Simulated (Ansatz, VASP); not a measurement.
**Al5Cu in VASP and in Ansatz**

Contents of POSCAR:

```
Al5Cu
1.0
    2.8285524240      0.0000000000      0.0000000000
    0.0000000000      2.8285524240      0.0000000000
    0.0000000000      0.0000000000     11.6623586306
Al Cu
5 1
Direct
    0.0000000000      0.0000000000      0.8234696313
    0.5000000000      0.5000000000      0.0000000000
    0.0000000000      0.0000000000      0.1765303687
    0.5000000000      0.5000000000      0.3548000060
    0.5000000000      0.5000000000      0.6451999940
    0.0000000000      0.0000000000      0.5000000000
```

File INCAR.step1:

```
SYSTEM = Al5Cu
ALGO     = Normal         ! electronic algorithm
EDIFF    = 1E-4           ! SCF threshold, eV
ENCUT    = 520            ! plane-wave cutoff, eV
GGA      = PE             ! functional
ISMEAR   = 0              ! smearing method
LASPH    = .TRUE.         ! aspherical terms in the spheres
LCHARG   = .FALSE.        ! write CHGCAR
LREAL    = .FALSE.        ! projectors in reciprocal space
LWAVE    = .TRUE.         ! write WAVECAR
NBANDS   = 22             ! bands
NELM     = 80             ! most SCF steps
PREC     = Accurate       ! precision mode
SIGMA    = 0.1            ! smearing width, eV
```

The input INCAR.step2:

```
SYSTEM = Al5Cu
ALGO     = Normal         ! electronic algorithm
EDIFF    = 1E-6           ! SCF threshold, eV
ENCUT    = 520            ! plane-wave cutoff, eV
ISIF     = 2              ! what is computed and relaxed
ISMEAR   = 0              ! smearing method
ISTART   = 1            
LASPH    = .TRUE.         ! aspherical terms in the spheres
LCHARG   = .FALSE.        ! write CHGCAR
LMIXTAU  = .TRUE.       
LREAL    = .FALSE.        ! projectors in reciprocal space
LWAVE    = .FALSE.        ! write WAVECAR
METAGGA  = R2SCAN         ! meta-GGA
NBANDS   = 22             ! bands
NELM     = 80             ! most SCF steps
PREC     = Accurate       ! precision mode
SIGMA    = 0.1            ! smearing width, eV
```

Contents of KPOINTS:

```
k-points
0
G
  14 14 4
  0 0 0
```

Input for Ansatz:

```yaml
crystal:
  lattice:
    - [2.828552424, 0.0, 0.0]
    - [0.0, 2.828552424, 0.0]
    - [0.0, 0.0, 11.6623586306]
  atoms:
    - { symbol: Al, position: [0.0, 0.0, 0.8234696313] }
    - { symbol: Al, position: [0.5, 0.5, 0.0] }
    - { symbol: Al, position: [0.0, 0.0, 0.1765303687] }
    - { symbol: Al, position: [0.5, 0.5, 0.354800006] }
    - { symbol: Al, position: [0.5, 0.5, 0.645199994] }
    - { symbol: Cu, position: [0.0, 0.0, 0.5] }
basis:
  ecutwfc: 500
kpoints:
  mp_grid: { grid: [14, 14, 4] }
  band_path:
    path:
      - [[0.0, 0.0, 0.0], [0.0, 0.5, 0.0], [0.5, 0.5, 0.0], [0.0, 0.0, 0.0], [0.0, 0.0, 0.5], [0.0, 0.5, 0.5], [0.5, 0.5, 0.5], [0.0, 0.0, 0.5]]
      - [[0.0, 0.5, 0.0], [0.0, 0.5, 0.5]]
      - [[0.5, 0.5, 0.0], [0.5, 0.5, 0.5]]
    npoints: 14
hamiltonian:
  xc: r2scan
scf:
  occupations: { method: gaussian, width: 0.1 }
  n_extra_bands: 15
output:
  forces: true
  stress: true
  eigenvalues: true
  populations: true
  dos: { projected: true, de: 0.02, nscf_kmesh: { grid: [17, 17, 5] } }
  bader: true
  write_density: true
  write_potential: true
  elf: true
  volumetric_format: npy
```

Alike in both runs: task single point; functional r2SCAN; k mesh 14 × 14 × 4; occupations gaussian, width 0.1 eV; no spin polarisation.

|  | VASP | Ansatz |
| --- | --- | --- |
| version | VASP 6.6.1 | Ansatz 0.2.0 |
| potentials or method | VASP PAW PBE potentials, release 64 (Al, Cu), cutoff 520 eV | scalar-relativistic, plane waves, PAW |
| valence electrons in the cell | 26 | 34 |

Ansatz gave:

| Property | Result |
| --- | --- |
| gap on the k mesh at the Fermi level (eV) | none |
| pressure (GPa) | -3.2 |
| rms of the force components (eV/Å) | 0.022 |

Task: Estimate VASP's values.

Result: gap on the k mesh at the Fermi level (eV): none; pressure (GPa): -3.5; rms of the force components (eV/Å): 0.015.

VASP's potentials were made for PBE, not for r2SCAN. Atom by atom the forces differ by 0.007 eV/Å (rms over components). A gap of «none» marks a metal or a gap that the smearing closes. VASP's potentials hold 26 valence electrons a cell and Ansatz's 34, so a difference there can come from the potentials and not from the codes.
